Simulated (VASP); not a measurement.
Runs of VASP 6.6.1 on HfSiF. The structure is that of space group P4/nmm (No. 129), or close to it. The cells are those of the table. 

```tsv
task	cell	k mesh	cutoff (eV)	gap on the mesh (eV)	pressure (GPa)	relaxed volume (Å³/atom)	largest force (eV/Å)
relaxation of cell and atoms	relaxed from a = 3.385, b = 3.385, c = 7.462 Å, 6 atoms	12 × 12 × 6	600	none	0.0	14.16	-
single point	a = 3.385, b = 3.385, c = 7.462 Å, 6 atoms	6 × 6 × 2	520	none	-1.0	-	0.14
single point	a = 3.385, b = 3.385, c = 7.462 Å, 6 atoms	6 × 6 × 4	520	none	-1.1	-	0.15
relaxation of cell and atoms	relaxed from a = 3.244, b = 3.244, c = 7.727 Å, 6 atoms	6 × 6 × 2	600	none	0.0	(b)	0.01
single point	a = 3.244, b = 3.244, c = 7.727 Å, 6 atoms	6 × 6 × 2	520	none	88.5	-	(a)
single point	a = 3.394, b = 3.394, c = 7.442 Å, 6 atoms	12 × 12 × 6	520	none	-1.1	-	0.14
```

Alike in all rows: level PBE; potentials or basis VASP PAW PBE potentials, release 64 (Hf_pv, Si, F); no spin polarisation; smearing gaussian 0.1 eV.

Question: Estimate the missing entries.

Answer: (a) 17.07; (b) 14.15.

Caveats: some runs use coarse meshes; spin-orbit coupling is left out, which moves the levels of the heavy elements; forces of over 1 eV/Å act on the atoms, so gaps and moduli don't describe the material at rest (some runs).

A k mesh can miss the band edges, and the runs leave out spin-orbit coupling on Hf.

A gap of «none» marks levels without a gap at the run's occupations.
